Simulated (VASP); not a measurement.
**Ga4As3P: single point with PBE**

Ga4As3P:

```
CELL_PARAMETERS angstrom
3.97063 0.00000 0.00000
0.00000 3.97063 0.00000
0.00000 0.00000 11.20990
ATOMIC_POSITIONS crystal
P 0.00000 0.00000 0.00000
Ga 0.00000 0.50000 0.88142
Ga 0.50000 0.00000 0.62721
Ga 0.00000 0.50000 0.37279
Ga 0.50000 0.00000 0.11858
As 0.50000 0.50000 0.75423
As 0.00000 0.00000 0.50000
As 0.50000 0.50000 0.24577
```

```
Program             : VASP 6.6.1
Task                : single point
Functional          : PBE
Potentials or basis : VASP PAW PBE potentials, release 64 (P, Ga_d, As)
Cutoff              : 500 eV
k mesh              : 6 × 6 × 2
Occupations         : fermi-dirac, width 0.02 eV
Spin                : non-collinear spin, zero start, spin-orbit coupling
Starting moments    : [[0.0, 0.0, 0.0], [0.0, 0.0, 0.0], [0.0, 0.0, 0.0], [0.0, 0.0, 0.0], [0.0, 0.0, 0.0], [0.0, 0.0, 0.0], [0.0, 0.0, 0.0], [0.0, 0.0, 0.0]] μB
```

```yaml
Pressure: 2.8 GPa
Largest_force: 0.071 eV/Å
Net_moment: 0.00 μB per cell
Valence_electrons_inside_the_program's_atomic_spheres: P 2.52; Ga 11.68; As 2.85, 2.84 (each value once)
```

Forces in eV/Å, atoms in the order of the input:
```
P    0.000  0.000  0.000
Ga   0.000  0.000  0.071
Ga   0.000  0.000  0.002
Ga   0.000  0.000 -0.002
Ga   0.000  0.000 -0.071
As   0.000  0.000  0.006
As   0.000  0.000  0.000
As   0.000  0.000 -0.006
```

Moments on the atoms (μB; x, y, z):
```
P   0.00 0.00 0.00
Ga  0.00 0.00 0.00
Ga  0.00 0.00 0.00
Ga  0.00 0.00 0.00
Ga  0.00 0.00 0.00
As  0.00 0.00 0.00
As  0.00 0.00 0.00
As  0.00 0.00 0.00
```

Wall time 2.1 min on 4 MPI ranks on Intel(R) Xeon(R) 6975P-C (Granite Rapids), with other jobs on the host, peak memory 0.78 GiB a rank.
